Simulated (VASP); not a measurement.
# TiO2 (P2_1/c) in VASP: single point with LDA

Aim: the single point of TiO2 with LDA.

All numbers are computed with VASP 6.6.1; they aren't measurements. Logs are shortened: lines on timing, memory, paths and dates and some standing lists are left out, and cuts for length are marked.

## Step 1: The cell of the first run

The structure is monoclinic, space group P2_1/c (No. 14). Conventional cell: a = 4.731 Å, b = 4.821 Å, c = 4.946 Å, α = 90.00°, β = 100.03°, γ = 90.00°. Within 2.5 Å of Ti (site symmetry 1) lie 7 O at 1.86 to 2.14 Å. O (site symmetry 1) has 4 Ti at 1.98 to 2.14 Å and 8 O at 2.39 to 2.75 Å within 2.8 Å. Within 2.8 Å of O (site symmetry 1) lie 3 Ti at 1.86 to 2.00 Å and 9 O at 2.39 to 2.75 Å.

## Step 2: Single point, LDA

INCAR reads:

```
SYSTEM = TiO2
PREC     = Accurate       ! precision mode
ENCUT    = 520            ! plane-wave cutoff, eV
EDIFF    = 1E-7           ! SCF threshold, eV
ISMEAR   = 0              ! smearing method
SIGMA    = 0.02           ! smearing width, eV
LREAL    = .False.        ! projectors in reciprocal space
LASPH    = .True.         ! aspherical terms in the spheres
NELM     = 60             ! most SCF steps
ALGO     = Normal         ! electronic algorithm
ISIF     = 2              ! what is computed and relaxed
LWAVE    = .False.        ! write WAVECAR
LCHARG   = .False.        ! write CHGCAR
NBANDS   = 60             ! bands
```

KPOINTS reads:

```
regular mesh
0
Gamma
  6 6 6
  0 0 0
```

POSCAR reads:

```
TiO2
1.0
    4.7307043589      0.0000000000     -0.0064670948
    0.0000000000      4.8208356991      0.0000000000
   -0.8548579938      0.0000000000      4.8720026337
Ti O
4 8
Direct
    0.2795964961      0.4460857767      0.7126197571
    0.7204035039      0.9460857767      0.7873802429
    0.7204035039      0.5539142233      0.2873802429
    0.2795964961      0.0539142233      0.2126197571
    0.4416837674      0.7412478463      0.9732653182
    0.5583162326      0.2412478463      0.5267346818
    0.5583162326      0.2587521537      0.0267346818
    0.4416837674      0.7587521537      0.4732653182
    0.0663826184      0.3308181998      0.3434182097
    0.9336173816      0.8308181998      0.1565817903
    0.9336173816      0.6691818002      0.6565817903
    0.0663826184      0.1691818002      0.8434182097
```

Potentials or basis: VASP PAW LDA potentials, release 64 (Ti_sv, O).

Run with:

```console
$ cat potpaw_LDA.64/Ti_sv/POTCAR potpaw_LDA.64/O/POTCAR > POTCAR
$ mpirun -np 1 vasp_std > vasp.out
```

OUTCAR:

```text
SYSTEM = TiO2
   PREC = Accurate
   ENCUT = 520
   EDIFF = 1E-7
   ISMEAR = 0
   LREAL = .False.
   LASPH = .True.
   NELM = 60
   ISIF = 2

 ion  position               nearest neighbor table
   1  0.280  0.446  0.713-  12 1.86  11 1.94   5 1.98   6 2.00   9 2.00   7 2.06   8 2.14
   2  0.720  0.946  0.787-  11 1.86  12 1.94   6 1.98   5 2.00  10 2.00   8 2.06   7 2.14
   3  0.720  0.554  0.287-  10 1.86   9 1.94   7 1.98   8 2.00  11 2.00   5 2.06   6 2.14
   4  0.280  0.054  0.213-   9 1.86  10 1.94   8 1.98   7 2.00  12 2.00   6 2.06   5 2.14
   5  0.442  0.741  0.973-   1 1.98   2 2.00   3 2.06   4 2.14
   6  0.558  0.241  0.527-   2 1.98   1 2.00   4 2.06   3 2.14
   7  0.558  0.259  0.027-   3 1.98   4 2.00   1 2.06   2 2.14
   8  0.442  0.759  0.473-   4 1.98   3 2.00   2 2.06   1 2.14
   9  0.066  0.331  0.343-   4 1.86   3 1.94   1 2.00
  10  0.934  0.831  0.157-   3 1.86   4 1.94   2 2.00
  11  0.934  0.669  0.657-   2 1.86   1 1.94   3 2.00
  12  0.066  0.169  0.843-   1 1.86   2 1.94   4 2.00

  LATTYP: Found a simple monoclinic cell.
 ALAT       =     4.7307087793
 B/A-ratio  =     1.0190514623
 C/A-ratio  =     1.0456006627
 COS(beta)  =    -0.1741694628

  Lattice vectors:

 A1 = (   4.7307043589,   0.0000000000,  -0.0064670948)
 A2 = (   0.0000000000,   4.8208356991,   0.0000000000)
 A3 = (  -0.8548579938,   0.0000000000,   4.8720026337)

Analysis of symmetry for initial positions (statically):
=====================================================================
 Subroutine PRICEL returns:
 Original cell was already a primitive cell.

 Routine SETGRP: Setting up the symmetry group for a
 simple monoclinic supercell.

 Subroutine GETGRP returns: Found  4 space group operations
 (whereof  2 operations were pure point group operations)
 out of a pool of  4 trial point group operations.

The static configuration has the point symmetry S_2 .
 The point group associated with its full space group is C_2h.

Analysis of symmetry for dynamics (positions and initial velocities):
=====================================================================
 Subroutine PRICEL returns:
 Original cell was already a primitive cell.

 Routine SETGRP: Setting up the symmetry group for a
 simple monoclinic supercell.

 Subroutine GETGRP returns: Found  4 space group operations
 (whereof  2 operations were pure point group operations)
 out of a pool of  4 trial point group operations.

The dynamic configuration has the point symmetry S_2 .
 The point group associated with its full space group is C_2h.

 Subroutine INISYM returns: Found  4 space group operations
 (whereof  2 operations are pure point group operations),
 and found     1 'primitive' translations

----------------------------------------------------------------------------------------

                                     Primitive cell

  volume of cell :     111.0840

  direct lattice vectors                    reciprocal lattice vectors
     4.730704359  0.000000000 -0.006467095     0.211435729  0.000000000  0.037099225
     0.000000000  4.820835699  0.000000000     0.000000000  0.207432915  0.000000000
    -0.854857994  0.000000000  4.872002634     0.000280660  0.000000000  0.205303650

  length of vectors
     4.730708779  4.820835699  4.946432235     0.214665833  0.207432915  0.205303842

  position of ions in fractional coordinates (direct lattice)
     0.279596496  0.446085777  0.712619757
     0.720403504  0.946085777  0.787380243
     0.720403504  0.553914223  0.287380243
     0.279596496  0.053914223  0.212619757
     0.441683767  0.741247846  0.973265318
     0.558316233  0.241247846  0.526734682
     0.558316233  0.258752154  0.026734682
     0.441683767  0.758752154  0.473265318
     0.066382618  0.330818200  0.343418210
     0.933617382  0.830818200  0.156581790
     0.933617382  0.669181800  0.656581790
     0.066382618  0.169181800  0.843418210

  ion indices of the primitive-cell ions
   primitive index   ion index
                 1           1
                 2           2
                 3           3
                 4           4
                 5           5
                 6           6
                 7           7
                 8           8
                 9           9
                10          10
                11          11
                12          12

----------------------------------------------------------------------------------------

 KPOINTS: regular mesh

Automatic generation of k-mesh.
 Grid dimensions read from file:
 generate k-points for:    6    6    6

 Generating k-lattice:

  Cartesian coordinates                     Fractional coordinates (reciprocal lattice)
     0.035239288  0.000000000  0.006183204     0.166666667  0.000000000  0.000000000
     0.000000000  0.034572152  0.000000000     0.000000000  0.166666667  0.000000000
     0.000046777  0.000000000  0.034217275     0.000000000  0.000000000  0.166666667

  Length of vectors
     0.035777639  0.034572152  0.034217307

  Shift w.r.t. Gamma in fractional coordinates (k-lattice)
     0.000000000  0.000000000  0.000000000

 Subroutine IBZKPT returns following result:
 ===========================================

 Found     80 irreducible k-points:

 Following reciprocal coordinates:
            Coordinates               Weight
  0.000000  0.000000  0.000000      1.000000
  0.166667  0.000000  0.000000      2.000000
  0.333333  0.000000  0.000000      2.000000
  0.500000  0.000000  0.000000      1.000000
  0.000000  0.166667  0.000000      2.000000
  0.166667  0.166667  0.000000      4.000000
[... 16 lines left out ...]
  0.000000  0.166667  0.166667      4.000000
  0.166667  0.166667  0.166667      4.000000
 [... further k-points ...]
   k-points           NKPTS =     80   k-points in BZ     NKDIM =     80   number of bands    NBANDS=     60
   number of dos      NEDOS =    301   number of ions     NIONS =     12
   total plane-waves  NPLWV =  51840
   dimension x,y,z NGX =    36 NGY =   36 NGZ =   40
   dimension x,y,z NGXF=    72 NGYF=   72 NGZF=   80
   ions per type =               4   8
   NGX,Y,Z   is equivalent  to a cutoff of  12.65, 12.41, 13.44 a.u.
   NGXF,Y,Z  is equivalent  to a cutoff of  25.30, 24.83, 26.89 a.u.
 SYSTEM =  TiO2
   PREC   = accura    normal or accurate (medium, high low for compatibility)
   ISTART =      0    job   : 0-new  1-cont  2-samecut
   ICHARG =      2    charge: 1-file 2-atom 10-const
   ISPIN  =      1    spin polarized calculation?
   LNONCOLLINEAR =      F non collinear calculations
   LSORBIT =      F    spin-orbit coupling
   LASPH  =      T    aspherical Exc in radial PAW
   ENCUT  =  520.0 eV  38.22 Ry    6.18 a.u.   8.80  8.96  9.20*2*pi/ulx,y,z
   NELM   =     60;   NELMIN=  2; NELMDL= -5     # of ELM steps
   EDIFF  = 0.1E-06   stopping-criterion for ELM
   LREAL  =      F    real-space projection
   EDIFFG = 0.1E-05   stopping-criterion for IOM
   NSW    =      0    number of steps for IOM
   IBRION =     -1    ionic relax: 0-MD 1-quasi-New 2-CG
   NFREE  =      0    steps in history (QN), initial steepest desc. (CG)
   ISIF   =      2    stress and relaxation
   ISYM   =      2    0-nonsym 1-usesym 2-fastsym
   POTIM  = 0.5000    time-step for ionic-motion
   TEBEG  =    0.0;   TEEND  =   0.0 temperature during run
   PSTRESS=    0.0 pullay stress
   NELECT =      96.0000    total number of electrons
   NUPDOWN=      -1.0000    fix difference up-down
   EMIN   =  10.00;   EMAX   =-10.00  energy-range for DOS
   EFERMI =   0.00;   METHOD = LEGACY
   ISMEAR =     0;   SIGMA  =   0.02  broadening in eV -4-tet -1-fermi 0-gaus
   EFERMI_NEDOS =   21; number of points for ismear=-14 and -15
   IALGO  =     38    algorithm
   IMIX   =      4    mixing-type and parameters
     AMIX     =   0.40;   BMIX     =  1.00
     AMIX_MAG =   1.60;   BMIX_MAG =  1.00
  volume/ion in A,a.u.               =       9.26        62.47
  Fermi-wavevector in a.u.,A,eV,Ry     =   1.559366  2.946775 33.084234  2.431623
  Thomas-Fermi vector in A             =   2.662735
   LORBIT       =      0    0 simple, 1 ext, 2 COOP (PROOUT), +10 PAW based schemes
   GGA     = CA    functional components
   LHFCALC =     F    Hartree Fock is set to
   AEXX    =    0.0000 exact exchange contribution
   IVDW    =     0    specifies the selected vdW correction
   LEPSILON=     F    determine dielectric tensor
   LRPA    =     F    only Hartree local field effects (RPA)
 non-spin polarized calculation
 Gauss-broadening in eV      SIGMA  =   0.02
  energy-cutoff  :      520.00
  volume of cell :      111.08
 maximum number of plane-waves:      3012
   NGX = 17   NGY = 17   NGZ = 19

 number of electron      96.0000020 magnetization

 Free energy of the ion-electron system (eV)
  ---------------------------------------------------
  ext. energy  EPLUGINS =         0.00000000
  ---------------------------------------------------
  free energy    TOTEN  =      -117.71350898 eV

  energy without entropy =     -117.71350898  energy(sigma->0) =     -117.71350898

 E-fermi :   6.0750     XC(G=0): -12.6894

 val. band max:        5.9425533534   @ k =   0.0000   0.0000   0.0000
 cond. band min:       8.1257739063   @ k =   0.5000   0.0000   0.0000
 fundamental gap:      2.1832205529
 Fermi energy:         6.0750036187

 k-point     1 :       0.0000    0.0000    0.0000
  band No.  band energies     occupation
      1     -49.8972      2.00000
      2     -49.8468      2.00000
      3     -49.8460      2.00000
      4     -49.8429      2.00000
      5     -26.8037      2.00000
      6     -26.7712      2.00000
[... 52 lines left out ...]
     59      10.7900      0.00000
     60      10.7940      0.00000

 k-point     2 :       0.1667    0.0000    0.0000
  band No.  band energies     occupation
      1     -49.8942      2.00000
      2     -49.8497      2.00000
      3     -49.8480      2.00000
      4     -49.8409      2.00000
      5     -26.7843      2.00000
      6     -26.7684      2.00000
[... 52 lines left out ...]
     59      10.6373      0.00000
     60      10.7313      0.00000

 k-point     3 :       0.3333    0.0000    0.0000
  band No.  band energies     occupation
      1     -49.8866      2.00000
      2     -49.8573      2.00000
      3     -49.8502      2.00000
      4     -49.8387      2.00000
      5     -26.7616      2.00000
      6     -26.7315      2.00000
[... 1312 lines left out ...]
     59      10.6024      0.00000
     60      10.7149      0.00000

 k-point    24 :       0.1667    0.1667    0.1667
  band No.  band energies     occupation
      1     -49.8867      2.00000
      2     -49.8561      2.00000
      3     -49.8495      2.00000
      4     -49.8407      2.00000
      5     -26.7515      2.00000
      6     -26.7291      2.00000
[... 52 lines left out ...]
     59      10.6104      0.00000
     60      10.7458      0.00000

 [... further k-points ...]

------------------------ aborting loop because EDIFF is reached ----------------------------------------

  FORCE on cell =-STRESS in cart. coord.  units (eV):
  Direction    XX          YY          ZZ          XY          YZ          ZX
  --------------------------------------------------------------------------------------
  -------------------------------------------------------------------------------------
  Total        1.1171737      1.1084368      1.0065037      0.0000000      0.0000000      0.0147596
  in kB       16.1131259     15.9871126     14.5169207      0.0000000      0.0000000      0.2128797
  external PRESSURE =      15.5390530 kB  Pullay stress =       0.0000000 kB

 VOLUME and BASIS-vectors are now :
 -----------------------------------------------------------------------------
  energy-cutoff  :      520.00
  volume of cell :      111.08
      direct lattice vectors                 reciprocal lattice vectors
     4.730704359  0.000000000 -0.006467095     0.211435729  0.000000000  0.037099225
     0.000000000  4.820835699  0.000000000     0.000000000  0.207432915  0.000000000
    -0.854857994  0.000000000  4.872002634     0.000280660  0.000000000  0.205303650

 POSITION                                       TOTAL-FORCE (eV/Angst)
 -----------------------------------------------------------------------------------
      0.71350      2.15051      3.47008         0.054554      0.060448     -0.010819
      2.73492      4.56092      3.83146        -0.054554      0.060448      0.010819
      3.16235      2.67033      1.39546        -0.054554     -0.060448      0.010819
      1.14093      0.25991      1.03408         0.054554     -0.060448     -0.010819
      1.25747      3.57343      4.73889        -0.042683      0.014420      0.022229
      2.19095      1.16302      2.56264         0.042683      0.014420     -0.022229
      2.61837      1.24740      0.12664         0.042683     -0.014420     -0.022229
      1.68490      3.65782      2.30289        -0.042683     -0.014420      0.022229
      0.02046      1.59482      1.67271        -0.036456      0.033960     -0.002397
      4.28281      4.00524      0.75683         0.036456      0.033960      0.002397
      3.85538      3.22602      3.19283         0.036456     -0.033960      0.002397
     -0.40697      0.81560      4.10871        -0.036456     -0.033960     -0.002397
 -----------------------------------------------------------------------------------
    total drift:                                0.000000     -0.000000     -0.000000

  FREE ENERGIE OF THE ION-ELECTRON SYSTEM (eV)
  ---------------------------------------------------
  free  energy   TOTEN  =      -117.7135089758 eV

  energy  without entropy=     -117.7135089758  energy(sigma->0) =     -117.71350898
```

Run time: 8.2 min. Hardware: 1 thread of Intel Xeon Platinum 8259CL at 2.50GHz (Skylake/Cascade Lake), shared host; peak memory 0.44 GiB.

Results:

```
Free energy            : -117.7135 eV
Pressure               : 1.6 GPa
Largest force          : 0.082 eV/Å
Band gap on the k mesh : 2.18 eV (least direct gap 2.26 eV)
```

Forces on the atoms (eV/Å):
```
Ti   0.055  0.060 -0.011
Ti  -0.055  0.060  0.011
Ti  -0.055 -0.060  0.011
Ti   0.055 -0.060 -0.011
O   -0.043  0.014  0.022
O    0.043  0.014 -0.022
O    0.043 -0.014 -0.022
O   -0.043 -0.014  0.022
O   -0.036  0.034 -0.002
O    0.036  0.034  0.002
O    0.036 -0.034  0.002
O   -0.036 -0.034 -0.002
```

Levels at points of the mesh, in eV from the valence-band top:
| k point | band 46 | band 47 | band 48 | band 49 | band 50 | band 51 |
| --- | --- | --- | --- | --- | --- | --- |
| (0.00, 0.00, 0.00) | -0.66 | 0.00 | 0.00 | 2.43 | 2.47 | 2.97 |
| (0.50, 0.00, 0.00) | -0.82 | -0.48 | -0.10 | 2.18 | 2.89 | 2.95 |
| (0.00, 0.50, 0.00) | -1.03 | -0.43 | -0.43 | 2.85 | 2.85 | 3.23 |
| (0.50, 0.50, 0.00) | -1.08 | -0.83 | -0.83 | 2.75 | 2.75 | 2.95 |
| (0.00, 0.00, 0.50) | -1.20 | -0.44 | -0.44 | 2.65 | 2.65 | 2.84 |
| (0.50, 0.00, 0.50) | -1.24 | -0.62 | -0.62 | 2.31 | 2.31 | 3.31 |
| (0.00, 0.50, 0.50) | -1.17 | -0.85 | -0.85 | 2.66 | 2.66 | 2.79 |
| (0.50, 0.50, 0.50) | -1.29 | -0.96 | -0.96 | 2.53 | 2.53 | 2.94 |
